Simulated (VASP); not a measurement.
# SrO (Fm-3m) in VASP: notebook, part 2 of 2

VASP 6.6.1. Earlier steps stand in the parts before.

## (4) Electric field gradients, PBEsol (volume scaled by 1.04)

Contents of INCAR:

```
PREC = Accurate ; ENCUT = 520
EDIFF = 1E-8 ; ISMEAR = -1
SIGMA = 0.03 ; LREAL = False
LASPH = True ; NELM = 80
ALGO = Normal ; ISIF = 2
LWAVE = False ; LCHARG = False
GGA = PS ; LEFG = True
NBANDS = 15
```

Contents of KPOINTS:

```
Automatic mesh
0
Gamma
  8 8 8
```

Contents of POSCAR:

```
SrO
1.0
    0.0000000000      2.6036170359      2.6036170359
    2.6036170359      0.0000000000      2.6036170359
    2.6036170359      2.6036170359      0.0000000000
Sr O
1 1
Direct
    0.0000000000      0.0000000000      0.0000000000
    0.5000000000      0.5000000000      0.5000000000
```

Potentials or basis: VASP PAW PBE potentials, release 64 (Sr_sv, O).

The run is started by

```console
cat potpaw_PBE.64/Sr_sv/POTCAR potpaw_PBE.64/O/POTCAR > POTCAR
mpirun -np 1 vasp_std > vasp.out
```

OUTCAR:

```text
PREC = Accurate
   ENCUT = 520
   EDIFF = 1E-8
   ISMEAR = -1
   LREAL = False
   LASPH = True
   NELM = 80
   ISIF = 2
   GGA = PS

 ion  position               nearest neighbor table
   1  0.000  0.000  0.000-   2 2.60   2 2.60   2 2.60   2 2.60   2 2.60   2 2.60
   2  0.500  0.500  0.500-   1 2.60   1 2.60   1 2.60   1 2.60   1 2.60   1 2.60

  LATTYP: Found a face centered cubic cell.
 ALAT       =     5.2072340718

  Lattice vectors:

 A1 = (   0.0000000000,   2.6036170359,   2.6036170359)
 A2 = (   2.6036170359,   0.0000000000,   2.6036170359)
 A3 = (   2.6036170359,   2.6036170359,   0.0000000000)

Analysis of symmetry for initial positions (statically):
=====================================================================
 Subroutine PRICEL returns:
 Original cell was already a primitive cell.

 Routine SETGRP: Setting up the symmetry group for a
 face centered cubic supercell.

 Subroutine GETGRP returns: Found 48 space group operations
 (whereof 48 operations were pure point group operations)
 out of a pool of 48 trial point group operations.

The static configuration has the point symmetry O_h .

Analysis of symmetry for dynamics (positions and initial velocities):
=====================================================================
 Subroutine PRICEL returns:
 Original cell was already a primitive cell.

 Routine SETGRP: Setting up the symmetry group for a
 face centered cubic supercell.

 Subroutine GETGRP returns: Found 48 space group operations
 (whereof 48 operations were pure point group operations)
 out of a pool of 48 trial point group operations.

[... 574 lines left out ...]
      5     -11.9025      2.00000
      6      -0.2522      2.00000
      7       0.4745      2.00000
      8       0.5351      2.00000
      9       7.4756      0.00000
     10       7.8100      0.00000
     11      10.2839      0.00000
     12      10.5792      0.00000
     13      12.5981      0.00000
     14      13.8168      0.00000
     15      14.0920      0.00000

 [... further k-points ...]

------------------------ aborting loop because EDIFF is reached ----------------------------------------

  FORCE on cell =-STRESS in cart. coord.  units (eV):
  Direction    XX          YY          ZZ          XY          YZ          ZX
  --------------------------------------------------------------------------------------
  -------------------------------------------------------------------------------------
  Total       -0.7983883     -0.7983883     -0.7983883      0.0000000      0.0000000     -0.0000000
  in kB      -36.2379360    -36.2379360    -36.2379360      0.0000000      0.0000000     -0.0000000
  external PRESSURE =     -36.2379360 kB  Pullay stress =       0.0000000 kB

 VOLUME and BASIS-vectors are now :
 -----------------------------------------------------------------------------
  energy-cutoff  :      520.00
  volume of cell :       35.30
      direct lattice vectors                 reciprocal lattice vectors
     0.000000000  2.603617036  2.603617036    -0.192040532  0.192040532  0.192040532
     2.603617036  0.000000000  2.603617036     0.192040532 -0.192040532  0.192040532
     2.603617036  2.603617036  0.000000000     0.192040532  0.192040532 -0.192040532

 POSITION                                       TOTAL-FORCE (eV/Angst)
 -----------------------------------------------------------------------------------
      0.00000      0.00000      0.00000         0.000000      0.000000     -0.000000
      2.60362      2.60362      2.60362         0.000000     -0.000000      0.000000
 -----------------------------------------------------------------------------------
    total drift:                                0.000000      0.000000      0.000000

  FREE ENERGIE OF THE ION-ELECTRON SYSTEM (eV)
  ---------------------------------------------------
  free  energy   TOTEN  =       -12.6234659935 eV

  energy  without entropy=      -12.6234659935  energy(sigma->0) =      -12.62346599

 Electric field gradients (V/A^2)
---------------------------------------------------------------------
 ion       V_xx      V_yy      V_zz      V_xy      V_xz      V_yz
---------------------------------------------------------------------
   1      -0.000     0.000     0.000    -0.000    -0.000    -0.000
   2       0.000    -0.000     0.000     0.001     0.001     0.001
---------------------------------------------------------------------

 Electric field gradients after diagonalization (V/A^2)
 (convention: |V_zz| > |V_xx| > |V_yy|)
----------------------------------------------------------------------
 ion       V_xx      V_yy      V_zz     asymmetry (V_yy - V_xx)/ V_zz
----------------------------------------------------------------------
   1       0.000     0.000    -0.000       0.000
   2      -0.001    -0.001     0.001       0.000
----------------------------------------------------------------------

           NMR quadrupolar parameters

 Cq : quadrupolar parameter    Cq=e*Q*V_zz/h
 eta: asymmetry parameters     (V_yy - V_xx)/ V_zz
 Q  : nuclear electric quadrupole moment in mb (millibarn)
----------------------------------------------------------------------
 ion       Cq(MHz)       eta       Q (mb)
----------------------------------------------------------------------
   1      -0.000       0.000       1.000
   2       0.000       0.000       1.000
----------------------------------------------------------------------
```

Wall time 14 s (1 thread of Intel Xeon 6975P-C, shared host); peak memory 0.16 GiB.

Results:

| Property | Result |
| --- | --- |
| Free energy | -12.6235 eV |
| Pressure | -3.6 GPa |
| Band gap on the k mesh | 3.18 eV, indirect (least direct gap 3.29 eV) |

Caveat: without QUAD_EFG the Cq values of the log hold for a quadrupole moment of 1 mb, not for the nuclei; the PAW data sets were made with another functional, which shifts forces and pressure a little.

## (5) Electric field gradients, PBEsol (volume scaled by 1.02)

Contents of INCAR:

```
SYSTEM = SrO
PREC = Accurate
ENCUT = 520
EDIFF = 1E-8
ISMEAR = -1
SIGMA = 0.03
LREAL = .False.
LASPH = .True.
NELM = 60
ALGO = Normal
ISIF = 2
LWAVE = .False.
LCHARG = .False.
GGA = PS
LEFG = .True.
NBANDS = 15
```

Contents of KPOINTS:

```
regular mesh
0
Gamma
  8 8 8
  0 0 0
```

Contents of POSCAR:

```
SrO
1.0
    0.0000000000      2.5868190390      2.5868190390
    2.5868190390      0.0000000000      2.5868190390
    2.5868190390      2.5868190390      0.0000000000
Sr O
1 1
Direct
    0.0000000000      0.0000000000      0.0000000000
    0.5000000000      0.5000000000      0.5000000000
```

Potentials or basis: VASP PAW PBE potentials, release 64 (Sr_sv, O).

The run is started by

```console
cat potpaw_PBE.64/Sr_sv/POTCAR potpaw_PBE.64/O/POTCAR > POTCAR
mpirun -np 1 vasp_std > vasp.out
```

OUTCAR:

```text
SYSTEM = SrO
   PREC = Accurate
   ENCUT = 520
   EDIFF = 1E-8
   ISMEAR = -1
   LREAL = .False.
   LASPH = .True.
   NELM = 60
   ISIF = 2
   GGA = PS

 ion  position               nearest neighbor table
   1  0.000  0.000  0.000-   2 2.59   2 2.59   2 2.59   2 2.59   2 2.59   2 2.59
   2  0.500  0.500  0.500-   1 2.59   1 2.59   1 2.59   1 2.59   1 2.59   1 2.59

  LATTYP: Found a face centered cubic cell.
 ALAT       =     5.1736380780

  Lattice vectors:

 A1 = (   0.0000000000,   2.5868190390,   2.5868190390)
[... 644 lines left out ...]
  ---------------------------------------------------
  free  energy   TOTEN  =       -12.6350846839 eV

  energy  without entropy=      -12.6350846839  energy(sigma->0) =      -12.63508468

 Electric field gradients (V/A^2)
---------------------------------------------------------------------
 ion       V_xx      V_yy      V_zz      V_xy      V_xz      V_yz
---------------------------------------------------------------------
   1      -0.000     0.000    -0.000     0.000     0.000     0.000
   2      -0.000     0.000    -0.000    -0.000    -0.000    -0.000
---------------------------------------------------------------------

 Electric field gradients after diagonalization (V/A^2)
 (convention: |V_zz| > |V_xx| > |V_yy|)
----------------------------------------------------------------------
 ion       V_xx      V_yy      V_zz     asymmetry (V_yy - V_xx)/ V_zz
----------------------------------------------------------------------
   1      -0.000    -0.000     0.000       0.000
   2       0.000     0.000    -0.000       0.000
----------------------------------------------------------------------

           NMR quadrupolar parameters

 Cq : quadrupolar parameter    Cq=e*Q*V_zz/h
 eta: asymmetry parameters     (V_yy - V_xx)/ V_zz
 Q  : nuclear electric quadrupole moment in mb (millibarn)
----------------------------------------------------------------------
 ion       Cq(MHz)       eta       Q (mb)
----------------------------------------------------------------------
   1       0.000       0.000       1.000
   2      -0.000       0.000       1.000
----------------------------------------------------------------------
```

Wall time 16 s (1 thread of Intel Xeon 6975P-C, shared host); peak memory 0.16 GiB.

Results:

| Property | Result |
| --- | --- |
| Free energy | -12.6351 eV |
| Pressure | -2.1 GPa |
| Band gap on the k mesh | 3.17 eV, indirect (least direct gap 3.27 eV) |

Levels at points of the mesh, in eV from the valence-band top:
| k point | band 5 | band 6 | band 7 | band 8 | band 9 | band 10 | band 11 | band 12 |
| --- | --- | --- | --- | --- | --- | --- | --- | --- |
| (0.00, 0.00, 0.00) | -13.97 | 0.00 | 0.00 | 0.00 | 3.70 | 6.12 | 6.12 | 6.12 |
| (0.50, 0.00, 0.00) | -12.79 | -2.19 | -1.12 | -1.12 | 6.41 | 8.14 | 8.74 | 8.74 |
| (0.50, 0.50, 0.00) | -14.33 | -0.47 | -0.10 | -0.10 | 3.17 | 7.62 | 10.06 | 10.07 |

Caveat: without QUAD_EFG the Cq values of the log hold for a quadrupole moment of 1 mb, not for the nuclei; the PAW data sets were made with another functional, which shifts forces and pressure a little. A k mesh can miss the band edges.

## (6) Overview

| cell | gap on the mesh (eV) | pressure (GPa) |
| --- | --- | --- |
| a = 3.646 Å, angles 60.0°, 2 atoms | 3.16 | -1.2 |
| a = 3.682 Å, angles 60.0°, 2 atoms | 3.18 | -3.6 |
| a = 3.658 Å, angles 60.0°, 2 atoms | 3.17 | -2.1 |

Alike in all rows: task electric field gradients; level PBEsol; potentials or basis VASP PAW PBE potentials, release 64 (Sr_sv, O); no spin polarisation; k mesh 8 × 8 × 8; cutoff (eV) 520; smearing fermi-dirac 0.03 eV.

Caveats: the PAW data sets were made with another functional, which shifts forces and pressure a little.

Total energies depend on the potentials used, so only differences within one code and one set of settings carry meaning.
